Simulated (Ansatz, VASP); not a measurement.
Two plane-wave programs on Be

```
CELL_PARAMETERS angstrom
2.23274 0.00000 0.00000
0.00000 2.23274 0.00000
0.00000 0.00000 2.06565
ATOMIC_POSITIONS crystal
Be 0.50000 0.50000 0.00000
```

Alike in both runs: functional r2SCAN; k mesh 12 × 12 × 13; occupations fermi-dirac, width 0.05 eV; no spin polarisation.

|  | VASP | Ansatz |
| --- | --- | --- |
| version | VASP 6.6.1 | Ansatz 0.2.0 |
| potentials or method | VASP PAW PBE potentials, release 64 (Be) | Ansatz PAW |
| plane-wave cutoff (eV) | 520 | 500 |
| valence electrons in the cell | 2 | 2 |
| task | single point | band structure |

Ansatz gave:

| Item | Value |
| --- | --- |
| gap on the k mesh at the Fermi level (eV) | none |
| pressure (GPa) | 0.0 |
| traceless stress, the component that is largest in VASP (GPa) | 0.64 |

Q: Which values does VASP return?

A: gap on the k mesh at the Fermi level (eV): none; pressure (GPa): 0.0; traceless stress, the component that is largest in VASP (GPa): 0.77.

VASP's potentials were made for PBE, not for r2SCAN. A gap of «none» marks a metal or a gap that the smearing closes.
